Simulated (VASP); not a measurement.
Input of a VASP 6.6.1 run:

File INCAR:

```
PREC = Accurate
ENCUT = 520
EDIFF = 1E-6
ISMEAR = -1
SIGMA = 0.08
LREAL = F
LASPH = T
NELM = 100
ALGO = Normal
ISIF = 2
LWAVE = F
LCHARG = F
GGA = CA
NBANDS = 26
```

KPOINTS

```
Automatic mesh
0
Gamma
  15 15 15
```

Contents of POSCAR:

```
NbAs
1.0
   -1.7025248434      1.7025248434      5.7610714056
    1.7025248434     -1.7025248434      5.7610714056
    1.7025248434      1.7025248434     -5.7610714056
Nb As
2 2
Direct
    0.7500000000      0.7500000000      0.0000000000
    0.5000000000      0.0000000000      0.5000000000
    0.1660000000      0.1660000000      0.0000000000
    0.9160000000      0.4160000000      0.5000000000
```

Potentials or basis: VASP PAW LDA potentials, release 64 (Nb_sv, As).

The run is started by

```console
$ cat potpaw_LDA.64/Nb_sv/POTCAR potpaw_LDA.64/As/POTCAR > POTCAR
$ mpirun -np 1 vasp_std > vasp.out
```

Problem. Predict the band gap on the k mesh.

Solution. Zero (bands 18 and 19 overlap by 0.06 eV).

Problem. What does it give for the pressure?

Solution. 2.1 GPa.

Stress tensor (GPa, compression positive):
```
1.91 0.00 0.00
0.00 1.91 0.00
0.00 0.00 2.52
```
